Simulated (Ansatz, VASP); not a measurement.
## TiB2: VASP beside Ansatz

POSCAR

```
TiB2
1.0
    2.6221727662      0.0000000000      0.0000000000
   -1.3110863831      2.2708682287      0.0000000000
    0.0000000000      0.0000000000      2.6588284394
Ti B
1 2
Direct
    0.0000000000      0.0000000000      0.0000000000
    0.3333333333      0.6666666667      0.5000000000
    0.6666666667      0.3333333333      0.5000000000
```

The input INCAR.step1:

```
PREC     = Accurate       # precision mode
ENCUT    = 520            # plane-wave cutoff, eV
ISMEAR   = -1             # smearing method
SIGMA    = 0.08           # smearing width, eV
LREAL    = F              # projectors in reciprocal space
LASPH    = T              # aspherical terms in the spheres
NELM     = 80             # most SCF steps
NBANDS   = 16             # bands
GGA      = PE             # functional
ALGO     = Normal         # electronic algorithm
EDIFF    = 1E-4           # SCF threshold, eV
LWAVE    = T              # write WAVECAR
LCHARG   = F              # write CHGCAR
```

INCAR.step2

```
PREC     = Accurate       # precision mode
ENCUT    = 520            # plane-wave cutoff, eV
EDIFF    = 1E-6           # SCF threshold, eV
ISMEAR   = -1             # smearing method
SIGMA    = 0.08           # smearing width, eV
LREAL    = F              # projectors in reciprocal space
LASPH    = T              # aspherical terms in the spheres
NELM     = 80             # most SCF steps
ALGO     = Normal         # electronic algorithm
ISIF     = 2              # what is computed and relaxed
LWAVE    = F              # write WAVECAR
LCHARG   = F              # write CHGCAR
METAGGA  = R2SCAN         # meta-GGA
LMIXTAU  = T            
NBANDS   = 16             # bands
ISTART   = 1
```

The input KPOINTS:

```
Automatic mesh
0
Gamma
  12 12 10
```

Input for Ansatz:

```yaml
crystal:
  lattice:
    - [2.6221727662, 0.0, 0.0]
    - [-1.3110863831, 2.2708682287, 0.0]
    - [0.0, 0.0, 2.6588284394]
  atoms:
    - { symbol: Ti, position: [0.0, 0.0, 0.0] }
    - { symbol: B, position: [0.3333333333, 0.6666666667, 0.5] }
    - { symbol: B, position: [0.6666666667, 0.3333333333, 0.5] }
kpoints:
  mp_grid: { grid: [12, 12, 10] }
  band_path:
    path:
      - [0.0, 0.0, 0.0]
      - [0.5, 0.0, 0.0]
      - [0.3333333333, 0.3333333333, 0.0]
      - [0.0, 0.0, 0.0]
      - [0.0, 0.0, 0.5]
      - [0.5, 0.0, 0.5]
      - [0.3333333333, 0.3333333333, 0.5]
      - [0.0, 0.0, 0.5]
      - [0.5, 0.0, 0.5]
    npoints: 8
scf:
  occupations: { method: fermi_dirac, width: 0.08 }
hamiltonian:
  xc: r2scan
  pseudopotentials: { kind: paw }
output:
  forces: true
  stress: true
  eigenvalues: true
  populations: true
  dos: { projected: true, de: 0.2, e_range: [-14, 8] }
```

Change from the starting cell: volume scaled by 0.62, PAW files.

Alike in both runs: task single point; functional r2SCAN; k mesh 12 × 12 × 10; occupations fermi-dirac, width 0.08 eV; no spin polarisation.

|  | VASP | Ansatz |
| --- | --- | --- |
| version | VASP 6.6.1 | Ansatz 0.2.0 |
| potentials or method | VASP PAW PBE potentials, release 64 (Ti_sv, B) | PAW with Ansatz's default frozen-core files, scalar-relativistic |
| plane-wave cutoff (eV) | 520 | 500 |
| valence electrons in the cell | 18 | 18 |

```tsv
	VASP	Ansatz	Ansatz less VASP
pressure (GPa)	309.4	307.3	-2.08
traceless stress, the component that is largest in VASP (GPa)	-0.11	-0.02	+0.086
```

VASP's potentials were made for PBE, not for r2SCAN. Both programs put the cell under a high pressure, so it lies far from rest at this level.

Noted on VASP's run: the cell as given lies far from equilibrium.
